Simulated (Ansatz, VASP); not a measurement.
# Y: VASP beside Ansatz

INCAR

```
PREC     = Accurate       # precision mode
ENCUT    = 520            # plane-wave cutoff, eV
EDIFF    = 1E-6           # SCF threshold, eV
ISMEAR   = -1             # smearing method
SIGMA    = 0.08           # smearing width, eV
LREAL    = False          # projectors in reciprocal space
LASPH    = True           # aspherical terms in the spheres
NELM     = 100            # most SCF steps
ALGO     = Normal         # electronic algorithm
ISIF     = 2              # what is computed and relaxed
LWAVE    = False          # write WAVECAR
LCHARG   = False          # write CHGCAR
GGA      = PS             # functional
NBANDS   = 18             # bands
```

The input KPOINTS:

```
regular mesh
0
Gamma
  12 12 7
```

The input POSCAR:

```
Y
1.0
    3.6514992371      0.0000000000      0.0000000000
   -1.8257496185      3.1622911012      0.0000000000
    0.0000000000      0.0000000000      5.7474000000
Y
2
Direct
    0.3333333333      0.6666666667      0.2500000000
    0.6666666667      0.3333333333      0.7500000000
```

Input for Ansatz:

```yaml
crystal:
  lattice:
    - [3.6514992371, 0.0, 0.0]
    - [-1.8257496185, 3.1622911012, 0.0]
    - [0.0, 0.0, 5.7474]
  atoms:
    - { symbol: "Y", position: [0.3333333333, 0.6666666667, 0.25] }
    - { symbol: "Y", position: [0.6666666667, 0.3333333333, 0.75] }
kpoints:
  mp_grid: { grid: [12, 12, 7] }
  band_path:
    path:
      - [0.0, 0.0, 0.0]
      - [0.5, 0.0, 0.0]
      - [0.3333333333, 0.3333333333, 0.0]
      - [0.0, 0.0, 0.0]
      - [0.0, 0.0, 0.5]
      - [0.5, 0.0, 0.5]
      - [0.3333333333, 0.3333333333, 0.5]
      - [0.0, 0.0, 0.5]
      - [0.5, 0.0, 0.5]
    npoints: 5
scf:
  occupations: { method: fermi_dirac, width: 0.08 }
hamiltonian:
  xc: pbesol
  pseudopotentials: { kind: all_electron, lapw: { basis_error: 0.00025 } }
output:
  forces: true
  stress: true
  eigenvalues: true
```

Alike in both runs: task single point; functional PBEsol; k mesh 12 × 12 × 7; occupations fermi-dirac, width 0.08 eV; no spin polarisation.

|  | VASP | Ansatz |
| --- | --- | --- |
| version | VASP 6.6.1 | Ansatz 0.2.0 |
| potentials or method | VASP PAW PBE potentials, release 64 (Y_sv), cutoff 520 eV | all-electron LAPW, scalar-relativistic |

```csv
,VASP,Ansatz,Ansatz less VASP
pressure (GPa),-2.3,-2.2,+0.10
"traceless stress, the component that is largest in VASP (GPa)",-0.38,-0.38,-0.003
```

VASP's potentials were made for PBE, not for PBEsol. Ansatz ran all-electron here, and VASP with PAW potentials.
